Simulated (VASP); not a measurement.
A run of VASP 6.6.1 is set up as follows.

The input INCAR:

```
  PREC = Accurate
  ENCUT = 600
  EDIFF = 1E-6
  ISMEAR = 0
  SIGMA = 0.1
  LREAL = False
  LASPH = True
  NELM = 200
  ALGO = Normal
  ISIF = 2
  LWAVE = False
  LCHARG = True
  GGA = PE
  LELF = True
  LVHAR = True
  NBANDS = 28
  GGA_COMPAT = False
  LMAXMIX = 6
```

Contents of KPOINTS:

```
Automatic mesh
0
Gamma
  12 12 4
```

Contents of POSCAR:

```
Dy3Be2Se
1.0
    3.4925494811      0.0000000000      0.0000000000
    0.0000000000      3.4925494811      0.0000000000
    0.0000000000      0.0000000000     10.1251608144
Dy Be Se
3 2 1
Direct
    0.5000000000      0.5000000000      0.1769781846
    0.5000000000      0.5000000000      0.5000000000
    0.5000000000      0.5000000000      0.8230218154
    0.0000000000      0.0000000000      0.3540014978
    0.0000000000      0.0000000000      0.6459985022
    0.0000000000      0.0000000000      0.0000000000
```

Potentials or basis: VASP PAW PBE potentials, release 64 (Dy_3, Be, Se), 4f in core.

Run with:

```console
$ cat potpaw_PBE.64/Dy_3/POTCAR potpaw_PBE.64/Be/POTCAR potpaw_PBE.64/Se/POTCAR > POTCAR
$ mpirun -np 1 vasp_std > vasp.out
```

(1) Predict the largest force.

(2) What does it give for the band gap on the k mesh?

(3) Predict the pressure.

Answers

(1) 0.028 eV/Å.

(2) zero (an odd number of electrons rules out a gap without spin polarisation).

(3) 0.4 GPa.

Caveat: spin-orbit coupling is left out, which moves the levels of the heavy elements; the 4f electrons are frozen in the core, so they carry no moment and show no levels; the run has no spin polarisation, though such a crystal can be magnetic.
